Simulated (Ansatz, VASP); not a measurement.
**One calculation of TiOs3, two programs**

INCAR

```
PREC = Accurate
ENCUT = 520
EDIFF = 1E-6
ISMEAR = 0
SIGMA = 0.1
LREAL = False
LASPH = True
NELM = 60
ALGO = Fast
ISIF = 2
LWAVE = False
LCHARG = True
GGA = PE
LELF = True
LVHAR = True
NBANDS = 26
```

Contents of KPOINTS:

```
regular mesh
0
Gamma
  6 6 6
```

File POSCAR:

```
TiOs3
1.0
    0.0000000000      3.1093065800      3.1093065800
    3.1093065800      0.0000000000      3.1093065800
    3.1093065800      3.1093065800      0.0000000000
Ti Os
1 3
Direct
    0.5000000000      0.5000000000      0.5000000000
    0.2500000000      0.2500000000      0.2500000000
    0.7500000000      0.7500000000      0.7500000000
    0.0000000000      0.0000000000      0.0000000000
```

Input for Ansatz:

```yaml
crystal:
  lattice:
    - [0.0, 3.10930658, 3.10930658]
    - [3.10930658, 0.0, 3.10930658]
    - [3.10930658, 3.10930658, 0.0]
  atoms:
    - { symbol: Ti, position: [0.5, 0.5, 0.5] }
    - { symbol: Os, position: [0.25, 0.25, 0.25] }
    - { symbol: Os, position: [0.75, 0.75, 0.75] }
    - { symbol: Os, position: [0.0, 0.0, 0.0] }
basis:
  ecutwfc: 420
kpoints:
  mp_grid: { grid: [6, 6, 6] }
hamiltonian:
  xc: pbe
scf:
  occupations: { method: gaussian, width: 0.1 }
  lower_state_search: "off"
output:
  forces: true
  stress: true
  eigenvalues: true
```

Alike in both runs: task single point; functional PBE; k mesh 6 × 6 × 6; occupations gaussian, width 0.1 eV; no spin polarisation.

```csv
,VASP,Ansatz
version,VASP 6.6.1,Ansatz 0.2.0
potentials or method,"VASP PAW PBE potentials, release 64 (Ti_sv, Os), cutoff 520 eV","scalar-relativistic, plane waves, PAW"
valence electrons in the cell,36,60
```

|  | VASP | Ansatz | Ansatz less VASP |
| --- | --- | --- | --- |
| gap on the k mesh at the Fermi level (eV) | none | none | - |
| pressure (GPa) | -4.3 | -4.2 | +0.08 |

A gap of «none» marks a metal or a gap that the smearing closes. VASP's potentials hold 36 valence electrons a cell and Ansatz's 60, so a difference there can come from the potentials and not from the codes.

Neither program's run includes spin-orbit coupling.
